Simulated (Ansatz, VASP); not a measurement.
## Two plane-wave programs on BN

```
B N
1.0
     0.00000    3.37288    2.16883
     1.24130    0.00000    2.16883
     1.24130    3.37288    0.00000
B N
1 1
Direct
  0.00011 0.00011 0.99989
  0.66659 0.66659 0.33341
```

Change from the starting cell: strain -0.0100 x Voigt [1, -1, 0, 0, 0, 0], atoms carried along.

Alike in both runs: task single point; functional PBE; dispersion D3(BJ); k mesh 12 × 12 × 12; occupations gaussian, width 0.05 eV; no spin polarisation.

|  | VASP | Ansatz |
| --- | --- | --- |
| version | VASP 6.6.1 | Ansatz 0.2.0 |
| potentials or method | VASP PAW PBE potentials, release 64 (B, N), cutoff 520 eV | scalar-relativistic, plane waves, PAW |
| valence electrons in the cell | 8 | 8 |

VASP gave:

* gap on the k mesh at the Fermi level (eV): 3.68
* least direct gap on the mesh (eV): 4.58
* pressure (GPa): 3.6
* traceless stress, the component that is largest in VASP (GPa): 5.79
* rms of the force components (eV/Å): 0.078

Which values does Ansatz return?

gap on the k mesh at the Fermi level (eV): 3.69; least direct gap on the mesh (eV): 4.58; pressure (GPa): 3.6; traceless stress, the component that is largest in VASP (GPa): 5.68; rms of the force components (eV/Å): 0.078.

Atom by atom the forces differ by 0.000 eV/Å (rms over components).
